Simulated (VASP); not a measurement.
# Cs9Cl8 (a cell with a defect) in VASP: single point with PBE

Aim: the single point of Cs9Cl8 (a cell with a defect) with PBE.

Program: VASP 6.6.1. These are calculated values, not measurements. Logs are shortened: lines on timing, memory, paths and dates and some standing lists are left out, and cuts for length are marked.

### Step 1. The cell of the first run

The cell holds a defect, 17 atoms: a = 8.406 Å, b = 9.398 Å, c = 9.398 Å, α = 78.46°, β = 63.43°, γ = 63.43°.

### Step 2. Single point, PBE, collinear spin

INCAR reads:

```
SYSTEM = Cs9Cl8
PREC = Accurate ; ENCUT = 400
EDIFF = 1E-6 ; ISMEAR = 0
SIGMA = 0.02 ; LREAL = .False.
LASPH = .True. ; NELM = 200
ALGO = Normal ; ISIF = 2
LWAVE = .False. ; LCHARG = .True.
ISPIN = 2 ; MAGMOM = -0.02 0 0 -0.02 -0.06 0 0 -0.07 -0.07 0 -0.01 0 -0.01 0 0 -0.01 -0.01
LORBIT = 11 ; GGA = PE
LELF = .True. ; LVHAR = .True.
NBANDS = 86 ; GGA_COMPAT = .False.
```

KPOINTS reads:

```
regular mesh
0
Gamma
  2 2 2
  0 0 0
```

POSCAR reads:

```
Cs9Cl8
1.0
   -8.4058578263      0.0000000000      0.0000000000
   -4.2029289131      8.4058578263      0.0000000000
   -4.2029289131      0.0000000000     -8.4058578263
Cs Cl
9 8
Direct
   -0.0454077392      0.0000709029      0.1375845302
    0.7508099864      0.4923714016     -0.0003978178
    0.0004121531      0.4923714016      0.5003978281
    0.5003013478     -0.0002373345     -0.0422418517
    0.7080593823     -0.0002373345      0.5422418621
    0.2433352481      0.5073735588     -0.0004107850
    0.4929245278      0.5073735588      0.5004106763
    0.3421766772      0.0000709029      0.3624154801
    0.0876056930     -0.0002981254      0.7500000750
    0.5031918321      0.2721265393      0.2511154773
    0.2764560796      0.7279159518      0.2488746590
    0.5073918199      0.7358856321      0.7499999560
    0.0043073534      0.2721266583      0.2488845331
    0.2434306578      0.2636215180      0.7500000750
    0.7753306248      0.7279160707      0.2511254703
   -0.0269203934      0.7217032604      0.7499999560
    0.6950552961      0.2777975845      0.7499999560
```

Potentials or basis: VASP PAW PBE potentials, release 64 (Cs_sv, Cl).

Run with:

```
> cat potpaw_PBE.64/Cs_sv/POTCAR potpaw_PBE.64/Cl/POTCAR > POTCAR
> mpirun -np 1 vasp_std > vasp.out
```

OUTCAR:

```text
SYSTEM = Cs9Cl8
   PREC = Accurate
   ENCUT = 400
   EDIFF = 1E-6
   ISMEAR = 0
   LREAL = .False.
   LASPH = .True.
   NELM = 200
   ISIF = 2
   ISPIN = 2
   LORBIT = 11
   GGA = PE

 ion  position               nearest neighbor table
   1  0.955  0.000  0.138-
   2  0.751  0.492  1.000-
   3  0.000  0.492  0.500-
   4  0.500  1.000  0.958-
   5  0.708  1.000  0.542-
   6  0.243  0.507  1.000-
[... 9 lines left out ...]
  16  0.973  0.722  0.750-
  17  0.695  0.278  0.750-

  LATTYP: Found a body centered tetragonal cell.
 ALAT       =    11.8876781413
 C/A-ratio  =     0.7071067812

  Lattice vectors:

 A1 = (   4.2029289132,   8.4058578263,   0.0000000000)
 A2 = (   4.2029289131,  -8.4058578263,   0.0000000000)
 A3 = (  -4.2029289131,   0.0000000000,  -8.4058578263)

Analysis of symmetry for initial positions (statically):
=====================================================================
 Subroutine PRICEL returns:
 Original cell was already a primitive cell.

 Routine SETGRP: Setting up the symmetry group for a
 body centered tetragonal supercell.

 Subroutine GETGRP returns: Found  2 space group operations
 (whereof  1 operations were pure point group operations)
 out of a pool of 16 trial point group operations.

The static configuration has the point symmetry C_1 .
 The point group associated with its full space group is C_1h.

Analysis of symmetry for dynamics (positions and initial velocities):
=====================================================================
 Subroutine PRICEL returns:
 Original cell was already a primitive cell.

 Routine SETGRP: Setting up the symmetry group for a
 body centered tetragonal supercell.

 Subroutine GETGRP returns: Found  2 space group operations
 (whereof  1 operations were pure point group operations)
 out of a pool of 16 trial point group operations.

The dynamic configuration has the point symmetry C_1 .
 The point group associated with its full space group is C_1h.

Analysis of structural, dynamic, and magnetic symmetry:
=====================================================================
 Subroutine PRICEL returns:
 Original cell was already a primitive cell.

 Routine SETGRP: Setting up the symmetry group for a
 body centered tetragonal supercell.

 Subroutine GETGRP returns: Found  1 space group operations
 (whereof  1 operations were pure point group operations)
 out of a pool of 16 trial point group operations.

The overall configuration has the point symmetry C_1 .

 Subroutine INISYM returns: Found  1 space group operations
 (whereof  1 operations are pure point group operations),
 and found     1 'primitive' translations

----------------------------------------------------------------------------------------

                                     Primitive cell

  volume of cell :     593.9448

  direct lattice vectors                    reciprocal lattice vectors
    -8.405857826  0.000000000  0.000000000    -0.118964658 -0.059482329  0.059482329
    -4.202928913  8.405857826  0.000000000     0.000000000  0.118964658  0.000000000
    -4.202928913  0.000000000 -8.405857826     0.000000000  0.000000000 -0.118964658

  length of vectors
     8.405857826  9.398034754  9.398034754     0.145701355  0.118964658  0.118964658

  position of ions in fractional coordinates (direct lattice)
     0.954592261  0.000070903  0.137584530
     0.750809986  0.492371402  0.999602182
     0.000412153  0.492371402  0.500397828
     0.500301348  0.999762666  0.957758148
     0.708059382  0.999762666  0.542241862
     0.243335248  0.507373559  0.999589215
[... 9 lines left out ...]
     0.973079607  0.721703260  0.749999956
     0.695055296  0.277797585  0.749999956

  ion indices of the primitive-cell ions
   primitive index   ion index
                 1           1
                 2           2
                 3           3
                 4           4
                 5           5
                 6           6
[... 9 lines left out ...]
                16          16
                17          17

----------------------------------------------------------------------------------------

 KPOINTS: regular mesh

Automatic generation of k-mesh.
 Grid dimensions read from file:
 generate k-points for:    2    2    2

 Generating k-lattice:

  Cartesian coordinates                     Fractional coordinates (reciprocal lattice)
    -0.059482329 -0.029741164  0.029741164     0.500000000  0.000000000  0.000000000
     0.000000000  0.059482329  0.000000000     0.000000000  0.500000000  0.000000000
     0.000000000  0.000000000 -0.059482329     0.000000000  0.000000000  0.500000000

  Length of vectors
     0.072850677  0.059482329  0.059482329

  Shift w.r.t. Gamma in fractional coordinates (k-lattice)
     0.000000000  0.000000000  0.000000000

 Subroutine IBZKPT returns following result:
 ===========================================

 Found      8 irreducible k-points:

 Following reciprocal coordinates:
            Coordinates               Weight
  0.000000  0.000000  0.000000      1.000000
  0.500000  0.000000  0.000000      1.000000
  0.500000  0.500000  0.000000      1.000000
  0.500000  0.500000  0.500000      1.000000
  0.500000  0.000000  0.500000      1.000000
  0.000000  0.500000  0.000000      1.000000
  0.000000  0.000000  0.500000      1.000000
  0.000000  0.500000  0.500000      1.000000
   k-points           NKPTS =      8   k-points in BZ     NKDIM =      8   number of bands    NBANDS=     86
   number of dos      NEDOS =    301   number of ions     NIONS =     17
   total plane-waves  NPLWV = 229376
   dimension x,y,z NGX =    56 NGY =   64 NGZ =   64
   dimension x,y,z NGXF=   112 NGYF=  128 NGZF=  128
   ions per type =               9   8
   NGX,Y,Z   is equivalent  to a cutoff of  11.08, 11.32, 11.32 a.u.
   NGXF,Y,Z  is equivalent  to a cutoff of  22.15, 22.64, 22.64 a.u.
 SYSTEM =  Cs9Cl8
   PREC   = accura    normal or accurate (medium, high low for compatibility)
   ISTART =      0    job   : 0-new  1-cont  2-samecut
   ICHARG =      2    charge: 1-file 2-atom 10-const
   ISPIN  =      2    spin polarized calculation?
   LNONCOLLINEAR =      F non collinear calculations
   LSORBIT =      F    spin-orbit coupling
   LASPH  =      T    aspherical Exc in radial PAW
   ENCUT  =  400.0 eV  29.40 Ry    5.42 a.u.  13.71 15.33 15.33*2*pi/ulx,y,z
   NELM   =    200;   NELMIN=  2; NELMDL= -5     # of ELM steps
   EDIFF  = 0.1E-05   stopping-criterion for ELM
   LREAL  =      F    real-space projection
[... 7 lines left out ...]
   TEBEG  =    0.0;   TEEND  =   0.0 temperature during run
   PSTRESS=    0.0 pullay stress
   NELECT =     137.0000    total number of electrons
   NUPDOWN=      -1.0000    fix difference up-down
   EMIN   =  10.00;   EMAX   =-10.00  energy-range for DOS
   EFERMI =   0.00;   METHOD = LEGACY
   ISMEAR =     0;   SIGMA  =   0.02  broadening in eV -4-tet -1-fermi 0-gaus
   EFERMI_NEDOS =   21; number of points for ismear=-14 and -15
   IALGO  =     38    algorithm
   IMIX   =      4    mixing-type and parameters
     AMIX     =   0.40;   BMIX     =  1.00
     AMIX_MAG =   1.60;   BMIX_MAG =  1.00
  volume/ion in A,a.u.               =      34.94       235.77
  Fermi-wavevector in a.u.,A,eV,Ry     =   1.003998  1.897282 13.714844  1.008013
  Thomas-Fermi vector in A             =   2.136586
   LORBIT       =     11    0 simple, 1 ext, 2 COOP (PROOUT), +10 PAW based schemes
   GGA     = PE    functional components
   LHFCALC =     F    Hartree Fock is set to
   AEXX    =    0.0000 exact exchange contribution
   IVDW    =     0    specifies the selected vdW correction
   LEPSILON=     F    determine dielectric tensor
   LRPA    =     F    only Hartree local field effects (RPA)
 spin polarized calculation
 Gauss-broadening in eV      SIGMA  =   0.02
  energy-cutoff  :      400.00
  volume of cell :      593.94
 maximum number of plane-waves:     10821
 NGX is ok and might be reduce to    56
   NGX = 27   NGY = 31   NGZ = 31

 number of electron     136.9999974 magnetization      -0.5968826

 Free energy of the ion-electron system (eV)
  ---------------------------------------------------
  ext. energy  EPLUGINS =         0.00000000
  ---------------------------------------------------
  free energy    TOTEN  =       -49.54289207 eV

  energy without entropy =      -49.54151433  energy(sigma->0) =      -49.54220320

 E-fermi :   4.9631     XC(G=0):  -8.3247

 val. band max:        4.9593564633   @ k =   0.0000   0.0000   0.0000
 cond. band min:       4.9668347544   @ k =   0.0000   0.5000   0.0000
 fundamental gap:      0.0074782911
 Fermi energy:         4.9631489587

 spin component 1

 k-point     1 :       0.0000    0.0000    0.0000
  band No.  band energies     occupation
      1     -19.9742      1.00000
      2     -19.7731      1.00000
      3     -19.7370      1.00000
      4     -19.5917      1.00000
      5     -19.3587      1.00000
      6     -19.2643      1.00000
[... 72 lines left out ...]
     79       6.6669      0.00000
     80       6.8670      0.00000

 k-point     2 :       0.5000    0.0000    0.0000
  band No.  band energies     occupation
      1     -19.9282      1.00000
      2     -19.8641      1.00000
      3     -19.6702      1.00000
      4     -19.6258      1.00000
      5     -19.3463      1.00000
      6     -19.2246      1.00000
[... 490 lines left out ...]
 k-point     8 :       0.0000    0.5000    0.5000
  band No.  band energies     occupation
      1     -19.9186      1.00000
      2     -19.8271      1.00000
      3     -19.7780      1.00000
      4     -19.5650      1.00000
      5     -19.3446      1.00000
      6     -19.2341      1.00000
[... 72 lines left out ...]
     79       6.3108      0.00000
     80       6.3194      0.00000
 Fermi energy:         4.9631489587

 spin component 2

 k-point     1 :       0.0000    0.0000    0.0000
  band No.  band energies     occupation
      1     -19.9940      1.00000
      2     -19.7900      1.00000
      3     -19.7588      1.00000
      4     -19.6097      1.00000
      5     -19.3837      1.00000
      6     -19.2653      1.00000
[... 72 lines left out ...]
     79       6.5853      0.00000
     80       6.8389      0.00000

 k-point     2 :       0.5000    0.0000    0.0000
  band No.  band energies     occupation
      1     -19.9443      1.00000
      2     -19.8874      1.00000
      3     -19.6887      1.00000
      4     -19.6450      1.00000
      5     -19.3705      1.00000
      6     -19.2256      1.00000
[... 490 lines left out ...]
 k-point     8 :       0.0000    0.5000    0.5000
  band No.  band energies     occupation
      1     -19.9351      1.00000
      2     -19.8457      1.00000
      3     -19.8034      1.00000
      4     -19.5814      1.00000
      5     -19.3691      1.00000
      6     -19.2350      1.00000
[... 72 lines left out ...]
     79       6.2842      0.00000
     80       6.3098      0.00000
 [bands above 80 left out]

------------------------ aborting loop because EDIFF is reached ----------------------------------------

  FORCE on cell =-STRESS in cart. coord.  units (eV):
  Direction    XX          YY          ZZ          XY          YZ          ZX
  --------------------------------------------------------------------------------------
  -------------------------------------------------------------------------------------
  Total        8.3298205      9.9511696     18.3879059     -0.0070699     -0.0000778      0.0003787
  in kB       22.4698464     26.8434661     49.6017197     -0.0190713     -0.0002098      0.0010214
  external PRESSURE =      32.9716774 kB  Pullay stress =       0.0000000 kB

 VOLUME and BASIS-vectors are now :
 -----------------------------------------------------------------------------
  energy-cutoff  :      400.00
  volume of cell :      593.94
      direct lattice vectors                 reciprocal lattice vectors
    -8.405857826  0.000000000  0.000000000    -0.118964658 -0.059482329  0.059482329
    -4.202928913  8.405857826  0.000000000     0.000000000  0.118964658  0.000000000
    -4.202928913  0.000000000 -8.405857826     0.000000000  0.000000000 -0.118964658

 POSITION                                       TOTAL-FORCE (eV/Angst)
 -----------------------------------------------------------------------------------
     -8.60272      0.00060     -1.15652        -0.013996     -0.000400      0.000852
    -12.58186      4.13880     -8.40251         0.002113     -0.002097      0.000198
     -4.17600      4.13880     -4.20627         0.002097     -0.002074     -0.000311
    -12.43278      8.40386     -8.05078         0.001799     -0.000067     -0.001630
    -12.43278      8.40386     -4.55801         0.001711     -0.000079      0.001755
     -8.37910      4.26491     -8.40240         0.002012      0.002358      0.000103
[... 9 lines left out ...]
    -14.36503      6.06653     -6.30439        -0.009670     -0.004581      0.000015
    -10.16230      2.33513     -6.30439        -0.009070      0.005442      0.000014
 -----------------------------------------------------------------------------------
    total drift:                               -0.000258     -0.000074      0.000613

  FREE ENERGIE OF THE ION-ELECTRON SYSTEM (eV)
  ---------------------------------------------------
  free  energy   TOTEN  =       -49.5428920663 eV

  energy  without entropy=      -49.5415143312  energy(sigma->0) =      -49.54220320

 total charge

# of ion       s       p       d       tot
------------------------------------------
    1        1.849   4.697   0.081   6.628
    2        1.846   4.709   0.034   6.589
    3        1.846   4.709   0.034   6.589
    4        1.847   4.696   0.055   6.598
    5        1.847   4.696   0.055   6.598
    6        1.846   4.709   0.034   6.589
[... 9 lines left out ...]
   16        1.594   3.556   0.000   5.150
   17        1.594   3.556   0.000   5.150
--------------------------------------------------
tot         29.376  70.734   0.510 100.620

 magnetization (x)

# of ion       s       p       d       tot
------------------------------------------
    1       -0.000   0.000  -0.023  -0.023
    2       -0.000  -0.000  -0.001  -0.001
    3       -0.000  -0.000  -0.001  -0.001
    4       -0.001   0.002  -0.016  -0.015
    5       -0.001   0.002  -0.016  -0.015
    6       -0.000  -0.000  -0.001  -0.001
[... 9 lines left out ...]
   16       -0.000  -0.002   0.000  -0.002
   17       -0.000  -0.002   0.000  -0.002
--------------------------------------------------
tot         -0.004   0.001  -0.121  -0.124
```

Run time: 7.8 min. Hardware: 1 thread of Intel Xeon 6975P-C (Granite Rapids), shared host; peak memory 0.86 GiB.

What came out:

```
Free energy                                           : -49.5429 eV
Pressure                                              : 3.3 GPa
Largest force                                         : 0.020 eV/Å
Net moment                                            : -0.60 μB per cell
Site moments                                          : Cs -0.02, -0.00, -0.01, -0.04 (each value once); Cl -0.00 μB
Valence electrons inside the program's atomic spheres : Cs 6.63, 6.59, 6.60, 6.64 (each value once); Cl 5.15, 5.14 (each value once)
```

Forces on the atoms (eV/Å):
```
Cs  -0.014  0.000  0.001
Cs   0.002 -0.002  0.000
Cs   0.002 -0.002  0.000
Cs   0.002  0.000 -0.002
Cs   0.002  0.000  0.002
Cs   0.002  0.002  0.000
Cs   0.002  0.002  0.000
Cs  -0.014  0.000 -0.001
Cs   0.020 -0.001  0.000
Cl   0.004  0.010  0.002
Cl   0.004 -0.010 -0.002
Cl   0.001 -0.011  0.000
Cl   0.004  0.010 -0.002
Cl   0.000  0.012  0.000
Cl   0.004 -0.010  0.002
Cl  -0.010 -0.005  0.000
Cl  -0.009  0.005  0.000
```

Caveat: the k points lie up to 0.46 Å⁻¹ apart; spin-orbit coupling is left out, which moves the levels of the heavy elements.
